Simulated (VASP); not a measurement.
# PbS (Galena) (P1) in VASP: notebook, part 2 of 2

VASP 6.6.1. Earlier steps stand in the parts before.

### Step 3. Single point, PBE

Input file INCAR:

```
  PREC = Accurate
  ENCUT = 500
  EDIFF = 1E-6
  ISMEAR = 0
  SIGMA = 0.01
  LREAL = F
  LASPH = T
  NELM = 120
  ALGO = Normal
  ISIF = 2
  LWAVE = F
  LCHARG = F
  GGA = PE
  NBANDS = 17
  GGA_COMPAT = F
```

Input file KPOINTS:

```
Automatic mesh
0
Gamma
  3 3 3
```

Input file POSCAR:

```
PbS
1.0
    0.0000000000      2.9657500000      2.9657500000
    2.9657500000      0.0000000000      2.9657500000
    2.9657500000      2.9657500000      0.0000000000
Pb S
1 1
Direct
    0.0013321366     -0.0014605471      0.0003159332
    0.4913905589      0.5094393427      0.4979581612
```

Potentials or basis: VASP PAW PBE potentials, release 64 (Pb_d, S).

The run is started by

```sh
> cat potpaw_PBE.64/Pb_d/POTCAR potpaw_PBE.64/S/POTCAR > POTCAR
> mpirun -np 1 vasp_std > vasp.out
```

OUTCAR:

```text
PREC = Accurate
   ENCUT = 500
   EDIFF = 1E-6
   ISMEAR = 0
   LREAL = F
   LASPH = T
   NELM = 120
   ISIF = 2
   GGA = PE

 ion  position               nearest neighbor table
   1  0.001  0.999  0.000-   2 2.93   2 2.94   2 2.96   2 2.97   2 2.99   2 3.00
   2  0.491  0.509  0.498-   1 2.93   1 2.94   1 2.96   1 2.97   1 2.99   1 3.00

  LATTYP: Found a face centered cubic cell.
 ALAT       =     5.9315000000

  Lattice vectors:

 A1 = (   0.0000000000,   2.9657500000,   2.9657500000)
 A2 = (   2.9657500000,   0.0000000000,   2.9657500000)
 A3 = (   2.9657500000,   2.9657500000,   0.0000000000)

Analysis of symmetry for initial positions (statically):
=====================================================================
 Subroutine PRICEL returns:
 Original cell was already a primitive cell.

 Routine SETGRP: Setting up the symmetry group for a
 face centered cubic supercell.

 Subroutine GETGRP returns: Found  1 space group operations
 (whereof  1 operations were pure point group operations)
 out of a pool of 48 trial point group operations.

The static configuration has the point symmetry C_1 .

Analysis of symmetry for dynamics (positions and initial velocities):
=====================================================================
 Subroutine PRICEL returns:
 Original cell was already a primitive cell.

 Routine SETGRP: Setting up the symmetry group for a
 face centered cubic supercell.

 Subroutine GETGRP returns: Found  1 space group operations
 (whereof  1 operations were pure point group operations)
 out of a pool of 48 trial point group operations.

The dynamic configuration has the point symmetry C_1 .

 Subroutine INISYM returns: Found  1 space group operations
 (whereof  1 operations are pure point group operations),
[... 98 lines left out ...]
   EMIN   =  10.00;   EMAX   =-10.00  energy-range for DOS
   EFERMI =   0.00;   METHOD = LEGACY
   ISMEAR =     0;   SIGMA  =   0.01  broadening in eV -4-tet -1-fermi 0-gaus
   EFERMI_NEDOS =   21; number of points for ismear=-14 and -15
   IALGO  =     38    algorithm
   IMIX   =      4    mixing-type and parameters
     AMIX     =   0.40;   BMIX     =  1.00
     AMIX_MAG =   1.60;   BMIX_MAG =  1.00
  volume/ion in A,a.u.               =      26.09       176.04
  Fermi-wavevector in a.u.,A,eV,Ry     =   1.189251  2.247359 19.242973  1.414319
  Thomas-Fermi vector in A             =   2.325363
   LORBIT       =      0    0 simple, 1 ext, 2 COOP (PROOUT), +10 PAW based schemes
   GGA     = PE    functional components
   LHFCALC =     F    Hartree Fock is set to
   AEXX    =    0.0000 exact exchange contribution
   IVDW    =     0    specifies the selected vdW correction
   LEPSILON=     F    determine dielectric tensor
   LRPA    =     F    only Hartree local field effects (RPA)
 non-spin polarized calculation
 Gauss-broadening in eV      SIGMA  =   0.01
  energy-cutoff  :      500.00
  volume of cell :       52.17
 maximum number of plane-waves:      1363
 NGX is ok and might be reduce to    30
   NGX = 15   NGY = 15   NGZ = 15

 number of electron      19.9999999 magnetization

 Free energy of the ion-electron system (eV)
  ---------------------------------------------------
  ext. energy  EPLUGINS =         0.00000000
  ---------------------------------------------------
  free energy    TOTEN  =        -8.87051464 eV

  energy without entropy =       -8.87051464  energy(sigma->0) =       -8.87051464

 E-fermi :   5.1023     XC(G=0):  -9.7006

 val. band max:        5.0557962474   @ k =   0.3333   0.3333   0.3333
 cond. band min:       7.2740495286   @ k =   0.3333   0.3333   0.3333
 fundamental gap:      2.2182532812
 Fermi energy:         5.1023105603

 k-point     1 :       0.0000    0.0000    0.0000
  band No.  band energies     occupation
      1     -11.0297      2.00000
      2     -11.0294      2.00000
      3     -11.0293      2.00000
      4     -11.0147      2.00000
      5     -11.0147      2.00000
      6      -7.8149      2.00000
[... 257 lines left out ...]
      4     -10.9961      2.00000
      5     -10.9826      2.00000
      6      -6.2394      2.00000
[... 9 lines left out ...]
     16      16.0089      0.00000
     17      17.7068      0.00000

------------------------ aborting loop because EDIFF is reached ----------------------------------------

  FORCE on cell =-STRESS in cart. coord.  units (eV):
  Direction    XX          YY          ZZ          XY          YZ          ZX
  --------------------------------------------------------------------------------------
  -------------------------------------------------------------------------------------
  Total        0.3678925      0.3786109      0.3579745     -0.0012056     -0.0001535      0.0000943
  in kB       11.2979031     11.6270651     10.9933259     -0.0370247     -0.0047141      0.0028953
  external PRESSURE =      11.3060980 kB  Pullay stress =       0.0000000 kB

 VOLUME and BASIS-vectors are now :
 -----------------------------------------------------------------------------
  energy-cutoff  :      500.00
  volume of cell :       52.17
      direct lattice vectors                 reciprocal lattice vectors
     0.000000000  2.965750000  2.965750000    -0.168591419  0.168591419  0.168591419
     2.965750000  0.000000000  2.965750000     0.168591419 -0.168591419  0.168591419
     2.965750000  2.965750000  0.000000000     0.168591419  0.168591419 -0.168591419

 POSITION                                       TOTAL-FORCE (eV/Angst)
 -----------------------------------------------------------------------------------
      2.96236      0.00489      2.96537         0.007136     -0.010471      0.000792
      2.98769      2.93416      2.96821        -0.007136      0.010471     -0.000792
 -----------------------------------------------------------------------------------
    total drift:                                0.000046     -0.000212      0.000032

  FREE ENERGIE OF THE ION-ELECTRON SYSTEM (eV)
  ---------------------------------------------------
  free  energy   TOTEN  =        -8.8705146422 eV

  energy  without entropy=       -8.8705146422  energy(sigma->0) =       -8.87051464
```

stdout:

```text
POSCAR found type information on POSCAR PbS
 POSCAR found :  2 types and       2 ions
 scaLAPACK will be used
 LDA part: xc-table for (Slater+PW92), standard interpolation
 POSCAR, INCAR and KPOINTS ok, starting setup
 FFT: planning ... GRIDC
 FFT: planning ... GRID_SOFT
 FFT: planning ... GRID
 WAVECAR not read
 entering main loop
```

Wall time 12 s (1 thread of AMD EPYC 7R43 (Zen 3), shared host); peak memory 0.14 GiB.

Results:

```
Free energy            : -8.8705 eV
Pressure               : 1.1 GPa
Largest force          : 0.013 eV/Å
Band gap on the k mesh : 2.22 eV, direct
```

Forces in eV/Å, atoms in the order of the input:
```
Pb   0.007 -0.010  0.001
S   -0.007  0.010 -0.001
```

Caveat: the k points lie up to 0.61 Å⁻¹ apart; spin-orbit coupling is left out, which moves the levels of the heavy elements. A k mesh can miss the band edges.

### Step 4. Single point, PBE

Input file INCAR:

```
PREC = Accurate ; ENCUT = 500
EDIFF = 1E-6 ; ISMEAR = 0
SIGMA = 0.01 ; LREAL = False
LASPH = True ; NELM = 120
ALGO = Normal ; ISIF = 2
LWAVE = False ; LCHARG = False
GGA = PE ; NBANDS = 17
GGA_COMPAT = False
```

Input file KPOINTS:

```
regular mesh
0
Gamma
  3 3 3
```

Input file POSCAR:

```
PbS
1.0
    0.0000000000      2.9657500000      2.9657500000
    2.9657500000      0.0000000000      2.9657500000
    2.9657500000      2.9657500000      0.0000000000
Pb S
1 1
Direct
    0.0014800410     -0.0016227088      0.0003510099
    0.4904346709      0.5104873745      0.4977314646
```

Potentials or basis: VASP PAW PBE potentials, release 64 (Pb_d, S).

The run is started by

```sh
> cat potpaw_PBE.64/Pb_d/POTCAR potpaw_PBE.64/S/POTCAR > POTCAR
> mpirun -np 1 vasp_std > vasp.out
```

OUTCAR:

```text
PREC = Accurate
   ENCUT = 500
   EDIFF = 1E-6
   ISMEAR = 0
   LREAL = False
   LASPH = True
   NELM = 120
   ISIF = 2
   GGA = PE

 ion  position               nearest neighbor table
   1  0.001  0.998  0.000-   2 2.93   2 2.94   2 2.96   2 2.97   2 2.99   2 3.01
   2  0.490  0.510  0.498-   1 2.93   1 2.94   1 2.96   1 2.97   1 2.99   1 3.01

  LATTYP: Found a face centered cubic cell.
 ALAT       =     5.9315000000

  Lattice vectors:

 A1 = (   0.0000000000,   2.9657500000,   2.9657500000)
[... 454 lines left out ...]
------------------------ aborting loop because EDIFF is reached ----------------------------------------

  FORCE on cell =-STRESS in cart. coord.  units (eV):
  Direction    XX          YY          ZZ          XY          YZ          ZX
  --------------------------------------------------------------------------------------
  -------------------------------------------------------------------------------------
  Total        0.3702459      0.3834874      0.3580161     -0.0014912     -0.0001871      0.0001156
  in kB       11.3701758     11.7768208     10.9946024     -0.0457945     -0.0057458      0.0035491
  external PRESSURE =      11.3805330 kB  Pullay stress =       0.0000000 kB

 VOLUME and BASIS-vectors are now :
 -----------------------------------------------------------------------------
  energy-cutoff  :      500.00
  volume of cell :       52.17
      direct lattice vectors                 reciprocal lattice vectors
     0.000000000  2.965750000  2.965750000    -0.168591419  0.168591419  0.168591419
     2.965750000  0.000000000  2.965750000     0.168591419 -0.168591419  0.168591419
     2.965750000  2.965750000  0.000000000     0.168591419  0.168591419 -0.168591419

 POSITION                                       TOTAL-FORCE (eV/Angst)
 -----------------------------------------------------------------------------------
      2.96198      0.00543      2.96533         0.008043     -0.011860      0.000889
      2.99013      2.93065      2.96848        -0.008043      0.011860     -0.000889
 -----------------------------------------------------------------------------------
    total drift:                                0.000066     -0.000252      0.000037

  FREE ENERGIE OF THE ION-ELECTRON SYSTEM (eV)
  ---------------------------------------------------
  free  energy   TOTEN  =        -8.8704478152 eV

  energy  without entropy=       -8.8704478152  energy(sigma->0) =       -8.87044782
```

OSZICAR:

```text
N       E                     dE             d eps       ncg     rms          rms(c)
DAV:   1     0.154071887519E+03    0.15407E+03   -0.97057E+03   476   0.121E+03
DAV:   2     0.233351669542E+01   -0.15174E+03   -0.14608E+03   508   0.312E+02
DAV:   3    -0.904269142033E+01   -0.11376E+02   -0.11304E+02   631   0.900E+01
DAV:   4    -0.931776181889E+01   -0.27507E+00   -0.27483E+00   574   0.153E+01
DAV:   5    -0.932922983216E+01   -0.11468E-01   -0.11467E-01   653   0.299E+00    0.527E+00
DAV:   6    -0.886827466567E+01    0.46096E+00   -0.13665E+00   814   0.788E+00    0.374E+00
DAV:   7    -0.886808879975E+01    0.18587E-03   -0.13048E-01   548   0.184E+00    0.205E+00
DAV:   8    -0.887053372464E+01   -0.24449E-02   -0.13541E-02   495   0.114E+00    0.199E-01
DAV:   9    -0.887033351955E+01    0.20021E-03   -0.27935E-03   708   0.415E-01    0.604E-02
DAV:  10    -0.887043471717E+01   -0.10120E-03   -0.37169E-04   571   0.131E-01    0.194E-02
DAV:  11    -0.887044746549E+01   -0.12748E-04   -0.28773E-05   604   0.387E-02    0.776E-03
DAV:  12    -0.887044781519E+01   -0.34971E-06   -0.24155E-06   529   0.195E-02
   1 F= -.88704478E+01 E0= -.88704478E+01  d E =-.181676E-12
```

stdout:

```text
POSCAR found type information on POSCAR PbS
 POSCAR found :  2 types and       2 ions
 scaLAPACK will be used
 LDA part: xc-table for (Slater+PW92), standard interpolation
 POSCAR, INCAR and KPOINTS ok, starting setup
 FFT: planning ... GRIDC
 FFT: planning ... GRID_SOFT
 FFT: planning ... GRID
 WAVECAR not read
 entering main loop
```

Run time: 12 s. Hardware: 1 thread of AMD EPYC 7R43 (Zen 3), shared host; peak memory 0.14 GiB.

What came out:

| Item | Value |
| --- | --- |
| Free energy | -8.8704 eV |
| Pressure | 1.1 GPa |
| Largest force | 0.014 eV/Å |
| Band gap on the k mesh | 2.22 eV, direct |

Forces in eV/Å, atoms in the order of the input:
```
Pb   0.008 -0.012  0.001
S   -0.008  0.012 -0.001
```

Levels at points of the mesh, in eV from the valence-band top:
```tsv
k point	band 8	band 9	band 10	band 11	band 12	band 13
(0.00, 0.00, 0.00)	-1.45	-1.44	-1.44	5.94	5.95	5.97
```

Caveat: the k points lie up to 0.61 Å⁻¹ apart; spin-orbit coupling is left out, which moves the levels of the heavy elements.
